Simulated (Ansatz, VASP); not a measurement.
## Mn: VASP beside Ansatz

```
Mn
1.0
     2.28463    0.00000    0.00000
     0.00000    2.28463    0.00000
     0.00000    0.00000    2.28463
Mn
1
Direct
  0.00000 0.00000 0.00000
```

Alike in both runs: task single point; functional PBE; k mesh 22 × 22 × 22; occupations fermi-dirac, width 0.1 eV; no spin polarisation.

|  | VASP | Ansatz |
| --- | --- | --- |
| version | VASP 6.6.1 | Ansatz 0.2.0 |
| potentials or method | VASP PAW PBE potentials, release 64 (Mn_pv), cutoff 520 eV | plane waves (420 eV) with PAW, scalar-relativistic |
| valence electrons in the cell | 13 | 15 |

|  | VASP | Ansatz | Ansatz less VASP |
| --- | --- | --- | --- |
| pressure (GPa) | 0.1 | -0.1 | -0.17 |

The functional is the same, so the differences come from potentials, cutoffs and numerics. VASP's potentials hold 13 valence electrons a cell and Ansatz's 15, so a difference there can come from the potentials and not from the codes.
